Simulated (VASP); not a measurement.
# SiMo3 (P4_2/mmc) in VASP: notebook

Runs on SiMo3. Level: PBEsol. Tasks: single point.

Program: VASP 6.6.1. These are calculated values, not measurements. Logs are shortened: lines on timing, memory, paths and dates and some standing lists are left out, and cuts for length are marked.

### 1 The cell of the first run

It takes space group P4_2/mmc (No. 131, tetragonal). The conventional cell has a = 4.716 Å, b = 4.716 Å, c = 4.862 Å, α = 90.00°, β = 90.00°, γ = 90.00°. Si (site symmetry mmm) has 12 Mo at 2.64 to 2.70 Å within 3.5 Å. Mo (site symmetry m2m) has 10 Mo at 2.36 to 2.95 Å and 4 Si at 2.64 to 2.70 Å within 3.1 Å. Mo (site symmetry -4m2) has 10 Mo at 2.43 to 2.90 Å and 4 Si at 2.65 Å within 3.2 Å.

### 2 Single point, PBEsol (strain -0.0300 x Voigt [1, 1, 0, 0, 0, 0])

Contents of INCAR:

```
PREC = Accurate
ENCUT = 520
EDIFF = 1E-6
ISMEAR = 0
SIGMA = 0.15
LREAL = False
LASPH = True
NELM = 60
ALGO = Fast
ISIF = 2
LWAVE = False
LCHARG = False
GGA = PS
NBANDS = 56
```

Contents of KPOINTS:

```
regular mesh
0
Gamma
  8 8 8
```

Contents of POSCAR:

```
SiMo3
1.0
    4.7157376121      0.0000000000      0.0000000000
    0.0000000000      4.7157376121      0.0000000000
    0.0000000000      0.0000000000      4.8615851671
Si Mo
2 6
Direct
    0.0000000000      0.0000000000      0.0000000000
    0.5000000000      0.5000000000      0.5000000000
    0.2500000000      0.0000000000      0.5000000000
    0.5000000000      0.7500000000      0.0000000000
    0.7500000000      0.0000000000      0.5000000000
    0.5000000000      0.2500000000      0.0000000000
    0.0000000000      0.5000000000      0.7500000000
    0.0000000000      0.5000000000      0.2500000000
```

Potentials or basis: VASP PAW PBE potentials, release 64 (Si, Mo_sv).

On the command line:

```sh
> cat potpaw_PBE.64/Si/POTCAR potpaw_PBE.64/Mo_sv/POTCAR > POTCAR
> mpirun -np 1 vasp_std > vasp.out
```

OUTCAR:

```text
PREC = Accurate
   ENCUT = 520
   EDIFF = 1E-6
   ISMEAR = 0
   LREAL = False
   LASPH = True
   NELM = 60
   ISIF = 2
   GGA = PS

 ion  position               nearest neighbor table
   1  0.000  0.000  0.000-   4 2.64   6 2.64   4 2.64   6 2.64   7 2.65   8 2.65   7 2.65   8 2.65
                             5 2.70   3 2.70   3 2.70   5 2.70
   2  0.500  0.500  0.500-   3 2.64   5 2.64   3 2.64   5 2.64   7 2.65   8 2.65   7 2.65   8 2.65
                             4 2.70   6 2.70   4 2.70   6 2.70
   3  0.250  0.000  0.500-   5 2.36   5 2.36   2 2.64   2 2.64   1 2.70   1 2.70   8 2.90   7 2.90
                             8 2.90   7 2.90   6 2.95   4 2.95   4 2.95   6 2.95
   4  0.500  0.750  0.000-   6 2.36   6 2.36   1 2.64   1 2.64   2 2.70   2 2.70   8 2.90   7 2.90
                             7 2.90   8 2.90   3 2.95   5 2.95   3 2.95   5 2.95
   5  0.750  0.000  0.500-   3 2.36   3 2.36   2 2.64   2 2.64   1 2.70   1 2.70   8 2.90   7 2.90
                             8 2.90   7 2.90   6 2.95   4 2.95   4 2.95   6 2.95
   6  0.500  0.250  0.000-   4 2.36   4 2.36   1 2.64   1 2.64   2 2.70   2 2.70   8 2.90   7 2.90
                             7 2.90   8 2.90   5 2.95   3 2.95   3 2.95   5 2.95
   7  0.000  0.500  0.750-   8 2.43   8 2.43   1 2.65   2 2.65   1 2.65   2 2.65   3 2.90   4 2.90
                             5 2.90   3 2.90   5 2.90   6 2.90   4 2.90   6 2.90
   8  0.000  0.500  0.250-   7 2.43   7 2.43   1 2.65   2 2.65   1 2.65   2 2.65   3 2.90   4 2.90
                             5 2.90   3 2.90   5 2.90   6 2.90   4 2.90   6 2.90

  LATTYP: Found a simple tetragonal cell.
 ALAT       =     4.7157376121
 C/A-ratio  =     1.0309278350

  Lattice vectors:

 A1 = (   4.7157376121,   0.0000000000,   0.0000000000)
 A2 = (   0.0000000000,   4.7157376121,   0.0000000000)
 A3 = (   0.0000000000,   0.0000000000,   4.8615851671)

Analysis of symmetry for initial positions (statically):
=====================================================================
 Subroutine PRICEL returns:
 Original cell was already a primitive cell.

 Routine SETGRP: Setting up the symmetry group for a
 simple tetragonal supercell.

 Subroutine GETGRP returns: Found 16 space group operations
 (whereof  8 operations were pure point group operations)
 out of a pool of 16 trial point group operations.

The static configuration has the point symmetry D_2h.
 The point group associated with its full space group is D_4h.

Analysis of symmetry for dynamics (positions and initial velocities):
=====================================================================
 Subroutine PRICEL returns:
 Original cell was already a primitive cell.

 Routine SETGRP: Setting up the symmetry group for a
 simple tetragonal supercell.

 Subroutine GETGRP returns: Found 16 space group operations
 (whereof  8 operations were pure point group operations)
 out of a pool of 16 trial point group operations.

The dynamic configuration has the point symmetry D_2h.
 The point group associated with its full space group is D_4h.

 Subroutine INISYM returns: Found 16 space group operations
 (whereof  8 operations are pure point group operations),
 and found     1 'primitive' translations

----------------------------------------------------------------------------------------

                                     Primitive cell

  volume of cell :     108.1128

  direct lattice vectors                    reciprocal lattice vectors
     4.715737612  0.000000000  0.000000000     0.212055903  0.000000000  0.000000000
     0.000000000  4.715737612  0.000000000     0.000000000  0.212055903  0.000000000
     0.000000000  0.000000000  4.861585167     0.000000000  0.000000000  0.205694226

  length of vectors
     4.715737612  4.715737612  4.861585167     0.212055903  0.212055903  0.205694226

  position of ions in fractional coordinates (direct lattice)
     0.000000000  0.000000000  0.000000000
     0.500000000  0.500000000  0.500000000
     0.250000000  0.000000000  0.500000000
     0.500000000  0.750000000  0.000000000
     0.750000000  0.000000000  0.500000000
     0.500000000  0.250000000  0.000000000
     0.000000000  0.500000000  0.750000000
     0.000000000  0.500000000  0.250000000

  ion indices of the primitive-cell ions
   primitive index   ion index
                 1           1
                 2           2
                 3           3
                 4           4
                 5           5
                 6           6
                 7           7
                 8           8

----------------------------------------------------------------------------------------

 KPOINTS: regular mesh

Automatic generation of k-mesh.
 Grid dimensions read from file:
 generate k-points for:    8    8    8

 Generating k-lattice:

  Cartesian coordinates                     Fractional coordinates (reciprocal lattice)
     0.026506988  0.000000000  0.000000000     0.125000000  0.000000000  0.000000000
     0.000000000  0.026506988  0.000000000     0.000000000  0.125000000  0.000000000
     0.000000000  0.000000000  0.025711778     0.000000000  0.000000000  0.125000000

  Length of vectors
     0.026506988  0.026506988  0.025711778

  Shift w.r.t. Gamma in fractional coordinates (k-lattice)
     0.000000000  0.000000000  0.000000000

 Subroutine IBZKPT returns following result:
 ===========================================

 Found     75 irreducible k-points:

 Following reciprocal coordinates:
            Coordinates               Weight
  0.000000  0.000000  0.000000      1.000000
  0.125000  0.000000  0.000000      4.000000
  0.250000  0.000000  0.000000      4.000000
  0.375000  0.000000  0.000000      4.000000
  0.500000  0.000000  0.000000      2.000000
  0.125000  0.125000  0.000000      4.000000
[... 16 lines left out ...]
  0.375000  0.125000  0.125000     16.000000
  0.500000  0.125000  0.125000      8.000000
 [... further k-points ...]
   k-points           NKPTS =     75   k-points in BZ     NKDIM =     75   number of bands    NBANDS=     56
   number of dos      NEDOS =    301   number of ions     NIONS =      8
   total plane-waves  NPLWV =  46656
   dimension x,y,z NGX =    36 NGY =   36 NGZ =   36
   dimension x,y,z NGXF=    72 NGYF=   72 NGZF=   72
   ions per type =               2   6
   NGX,Y,Z   is equivalent  to a cutoff of  12.69, 12.69, 12.31 a.u.
   NGXF,Y,Z  is equivalent  to a cutoff of  25.38, 25.38, 24.62 a.u.
 SYSTEM =  unknown system
   PREC   = accura    normal or accurate (medium, high low for compatibility)
   ISTART =      0    job   : 0-new  1-cont  2-samecut
   ICHARG =      2    charge: 1-file 2-atom 10-const
   ISPIN  =      1    spin polarized calculation?
   LNONCOLLINEAR =      F non collinear calculations
   LSORBIT =      F    spin-orbit coupling
   LASPH  =      T    aspherical Exc in radial PAW
   ENCUT  =  520.0 eV  38.22 Ry    6.18 a.u.   8.77  8.77  9.04*2*pi/ulx,y,z
   NELM   =     60;   NELMIN=  2; NELMDL= -5     # of ELM steps
   EDIFF  = 0.1E-05   stopping-criterion for ELM
   LREAL  =      F    real-space projection
   EDIFFG = 0.1E-04   stopping-criterion for IOM
   NSW    =      0    number of steps for IOM
   IBRION =     -1    ionic relax: 0-MD 1-quasi-New 2-CG
   NFREE  =      0    steps in history (QN), initial steepest desc. (CG)
   ISIF   =      2    stress and relaxation
   ISYM   =      2    0-nonsym 1-usesym 2-fastsym
   POTIM  = 0.5000    time-step for ionic-motion
   TEBEG  =    0.0;   TEEND  =   0.0 temperature during run
   PSTRESS=    0.0 pullay stress
   NELECT =      92.0000    total number of electrons
   NUPDOWN=      -1.0000    fix difference up-down
   EMIN   =  10.00;   EMAX   =-10.00  energy-range for DOS
   EFERMI =   0.00;   METHOD = LEGACY
   ISMEAR =     0;   SIGMA  =   0.15  broadening in eV -4-tet -1-fermi 0-gaus
   EFERMI_NEDOS =   21; number of points for ismear=-14 and -15
   IALGO  =     68    algorithm
   IMIX   =      4    mixing-type and parameters
     AMIX     =   0.40;   BMIX     =  1.00
     AMIX_MAG =   1.60;   BMIX_MAG =  1.00
  volume/ion in A,a.u.               =      13.51        91.20
  Fermi-wavevector in a.u.,A,eV,Ry     =   1.551357  2.931639 32.745253  2.406708
  Thomas-Fermi vector in A             =   2.655888
   LORBIT       =      0    0 simple, 1 ext, 2 COOP (PROOUT), +10 PAW based schemes
   GGA     = PS    functional components
   LHFCALC =     F    Hartree Fock is set to
   AEXX    =    0.0000 exact exchange contribution
   IVDW    =     0    specifies the selected vdW correction
   LEPSILON=     F    determine dielectric tensor
   LRPA    =     F    only Hartree local field effects (RPA)
 non-spin polarized calculation
 RMM-DIIS sequential band-by-band and
 Gauss-broadening in eV      SIGMA  =   0.15
  energy-cutoff  :      520.00
  volume of cell :      108.11
 maximum number of plane-waves:      2939
 NGX is ok and might be reduce to    36
   NGX = 17   NGY = 17   NGZ = 19

 number of electron      92.0000005 magnetization

 Free energy of the ion-electron system (eV)
  ---------------------------------------------------
  ext. energy  EPLUGINS =         0.00000000
  ---------------------------------------------------
  free energy    TOTEN  =       -84.62559067 eV

  energy without entropy =      -84.58134266  energy(sigma->0) =      -84.60346666

 E-fermi :  13.9159     XC(G=0): -13.6540

 val. band max:       13.9045603446   @ k =   0.5000   0.1250   0.2500
 cond. band min:      13.9214363808   @ k =   0.5000   0.2500   0.1250
 fundamental gap:      0.0168760362
 Fermi energy:        13.9159034248

 k-point     1 :       0.0000    0.0000    0.0000
  band No.  band energies     occupation
      1     -47.3215      2.00000
      2     -47.1917      2.00000
      3     -47.0923      2.00000
      4     -46.7280      2.00000
      5     -46.7037      2.00000
      6     -46.7037      2.00000
[... 48 lines left out ...]
     55      17.0385      0.00000
     56      17.0657      0.00000

 k-point     2 :       0.1250    0.0000    0.0000
  band No.  band energies     occupation
      1     -47.3103      2.00000
      2     -47.1829      2.00000
      3     -47.0935      2.00000
      4     -46.7279      2.00000
      5     -46.7247      2.00000
      6     -46.7037      2.00000
[... 48 lines left out ...]
     55      16.9025      0.00000
     56      17.1417      0.00000

 k-point     3 :       0.2500    0.0000    0.0000
  band No.  band energies     occupation
      1     -47.2840      2.00000
      2     -47.1598      2.00000
      3     -47.0896      2.00000
      4     -46.7835      2.00000
      5     -46.7279      2.00000
      6     -46.7037      2.00000
[... 1172 lines left out ...]
 k-point    23 :       0.3750    0.1250    0.1250
  band No.  band energies     occupation
      1     -47.2384      2.00000
      2     -47.1320      2.00000
      3     -47.0491      2.00000
      4     -46.8703      2.00000
      5     -46.7432      2.00000
      6     -46.7248      2.00000
[... 48 lines left out ...]
     55      16.5641      0.00000
     56      16.8036      0.00000

 k-point    24 :       0.5000    0.1250    0.1250
  band No.  band energies     occupation
      1     -47.2284      2.00000
      2     -47.1307      2.00000
      3     -46.9720      2.00000
      4     -46.9608      2.00000
      5     -46.7432      2.00000
      6     -46.7249      2.00000
[... 48 lines left out ...]
     55      16.4942      0.00000
     56      16.7856      0.00000

 [... further k-points ...]
[... 5 lines left out ...]
  --------------------------------------------------------------------------------------
  -------------------------------------------------------------------------------------
  Total       16.2962657     16.2962657      7.3859292      0.0000000      0.0000000      0.0000000
  in kB      241.5024362    241.5024362    109.4557443      0.0000000      0.0000000      0.0000000
  external PRESSURE =     197.4868722 kB  Pullay stress =       0.0000000 kB

 VOLUME and BASIS-vectors are now :
 -----------------------------------------------------------------------------
  energy-cutoff  :      520.00
  volume of cell :      108.11
      direct lattice vectors                 reciprocal lattice vectors
     4.715737612  0.000000000  0.000000000     0.212055903  0.000000000  0.000000000
     0.000000000  4.715737612  0.000000000     0.000000000  0.212055903  0.000000000
     0.000000000  0.000000000  4.861585167     0.000000000  0.000000000  0.205694226

 POSITION                                       TOTAL-FORCE (eV/Angst)
 -----------------------------------------------------------------------------------
      0.00000      0.00000      0.00000         0.000000     -0.000000     -0.000000
      2.35787      2.35787      2.43079         0.000000     -0.000000     -0.000000
      1.17893      0.00000      2.43079         0.018101     -0.000000     -0.000000
      2.35787      3.53680      0.00000         0.000000      0.018101      0.000000
      3.53680      0.00000      2.43079        -0.018101     -0.000000     -0.000000
      2.35787      1.17893      0.00000        -0.000000     -0.018101     -0.000000
      0.00000      2.35787      3.64619         0.000000      0.000000     -0.000000
      0.00000      2.35787      1.21540         0.000000     -0.000000      0.000000
 -----------------------------------------------------------------------------------
    total drift:                                0.000000      0.000000     -0.000000

  FREE ENERGIE OF THE ION-ELECTRON SYSTEM (eV)
  ---------------------------------------------------
  free  energy   TOTEN  =       -84.6255906675 eV

  energy  without entropy=      -84.5813426553  energy(sigma->0) =      -84.60346666
```

Wall time 3.5 min (1 thread of Intel Xeon 6975P-C (Granite Rapids), shared host); peak memory 0.42 GiB.

What came out:

| Item | Value |
| --- | --- |
| Free energy | -84.6256 eV |
| Pressure | 19.7 GPa |
| Largest force | 0.018 eV/Å |
| Band gap on the k mesh | zero (bands 46 and 47 overlap by 2.46 eV) |

Forces in eV/Å, atoms in the order of the input:
```
Si   0.000  0.000  0.000
Si   0.000  0.000  0.000
Mo   0.018  0.000  0.000
Mo   0.000  0.018  0.000
Mo  -0.018  0.000  0.000
Mo   0.000 -0.018  0.000
Mo   0.000  0.000  0.000
Mo   0.000  0.000  0.000
```

Stress tensor (GPa, compression positive):
```
24.15  0.00  0.00
 0.00 24.15  0.00
 0.00  0.00 10.95
```

Caveat: the cell differs from its parent crystal (strain -0.0300 x Voigt [1, 1, 0, 0, 0, 0]); the stress differs along the axes, from 11 to 24 GPa; the PAW data sets were made with another functional, which shifts forces and pressure a little.

### 3 Single point, PBEsol (strain -0.0150 x Voigt [1, 1, 0, 0, 0, 0])

Contents of INCAR:

```
ALGO = Fast ; EDIFF = 1E-6
ENCUT = 520 ; GGA = PS
ISIF = 2 ; ISMEAR = 0
LASPH = True ; LCHARG = False
LREAL = False ; LWAVE = False
NBANDS = 56 ; NELM = 60
PREC = Accurate ; SIGMA = 0.15
```

Contents of KPOINTS:

```
k-points
0
Gamma
  8 8 8
```

POSCAR: that of step 2 with these lines changed.

```diff
@@ -2,4 +2,4 @@
 1.0
-    4.7157376121      0.0000000000      0.0000000000
-    0.0000000000      4.7157376121      0.0000000000
+    4.7886613896      0.0000000000      0.0000000000
+    0.0000000000      4.7886613896      0.0000000000
     0.0000000000      0.0000000000      4.8615851671
```

Potentials or basis: VASP PAW PBE potentials, release 64 (Si, Mo_sv).

On the command line:

```sh
> cat potpaw_PBE.64/Si/POTCAR potpaw_PBE.64/Mo_sv/POTCAR > POTCAR
> mpirun -np 1 vasp_std > vasp.out
```

It took 4.1 min on 1 thread of Intel Xeon 6975P-C (Granite Rapids), shared host; peak memory 0.43 GiB.

The run converged. Its results:

| Property | Result |
| --- | --- |
| Free energy | -84.9972 eV |
| Pressure | 9.5 GPa |
| Largest force | 0.013 eV/Å |
| Band gap on the k mesh | zero (bands 46 and 47 overlap by 2.48 eV) |

Forces in eV/Å, atoms in the order of the input:
```
Si   0.000  0.000  0.000
Si   0.000  0.000  0.000
Mo   0.013  0.000  0.000
Mo   0.000  0.013  0.000
Mo  -0.013  0.000  0.000
Mo   0.000 -0.013  0.000
Mo   0.000  0.000  0.000
Mo   0.000  0.000  0.000
```

Stress tensor (GPa, compression positive):
```
11.45  0.00  0.00
 0.00 11.45  0.00
 0.00  0.00  5.46
```

Levels at points of the mesh, in eV from the Fermi level:
```tsv
k point	band 42	band 43	band 44	band 45	band 46	band 47	band 48	band 49	band 50	band 51
(0.00, 0.00, 0.00)	-2.27	-1.69	-1.65	1.28	1.34	1.34	2.29	2.48	2.61	2.68
(0.50, 0.00, 0.00)	-2.60	-1.79	-1.71	0.27	0.34	0.93	0.96	1.47	1.55	1.65
(0.50, 0.50, 0.00)	-1.36	-1.27	-0.85	-0.85	-0.85	-0.82	-0.61	-0.09	0.25	0.77
(0.00, 0.00, 0.50)	-2.63	-1.80	-1.80	0.30	0.30	0.99	0.99	1.67	1.67	1.70
(0.50, 0.00, 0.50)	-1.35	-1.22	-0.96	-0.86	-0.75	-0.72	-0.57	-0.07	0.32	0.88
(0.50, 0.50, 0.50)	-1.90	-1.31	-1.31	-1.17	-1.17	-1.13	-1.13	1.31	1.31	1.35
```

Caveat: the cell differs from its parent crystal (strain -0.0150 x Voigt [1, 1, 0, 0, 0, 0]); the stress differs along the axes, from 5 to 11 GPa; the PAW data sets were made with another functional, which shifts forces and pressure a little.

The gap in the log of VASP goes by the Fermi energy; the results here count the filled bands.